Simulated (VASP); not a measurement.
Here is a VASP 6.6.1 calculation.

File INCAR:

```
SYSTEM = Cu
ALGO     = Fast           ! electronic algorithm
EDIFF    = 1E-6           ! SCF threshold, eV
ENCUT    = 520            ! plane-wave cutoff, eV
GGA      = PE             ! functional
ISIF     = 2              ! what is computed and relaxed
ISMEAR   = 0              ! smearing method
LASPH    = .TRUE.         ! aspherical terms in the spheres
LCHARG   = .FALSE.        ! write CHGCAR
LREAL    = .FALSE.        ! projectors in reciprocal space
LWAVE    = .FALSE.        ! write WAVECAR
NBANDS   = 12             ! bands
NELM     = 80             ! most SCF steps
PREC     = Accurate       ! precision mode
SIGMA    = 0.15           ! smearing width, eV
```

The input KPOINTS:

```
k-points
0
G
  28 28 28
  0 0 0
```

File POSCAR:

```
Cu
1.0
    0.0000000000      1.7695022750      1.7241304218
    1.7695022750      0.0000000000      1.7241304218
    1.7695022750      1.7695022750      0.0000000000
Cu
1
Direct
    0.0000000000      0.0000000000      0.0000000000
```

Potentials or basis: VASP PAW PBE potentials, release 64 (Cu).

The run is started by

```console
$ cat potpaw_PBE.64/Cu/POTCAR > POTCAR
$ mpirun -np 1 vasp_std > vasp.out
```

**Question.** Estimate the pressure.

**Answer.** 19.4 GPa.

Stress tensor (GPa, compression positive):
```
18.83  0.00  0.00
 0.00 18.83  0.00
 0.00  0.00 20.62
```

Caveat: the cell differs from its parent crystal (strain -0.025 along x and y, -0.050 along z).
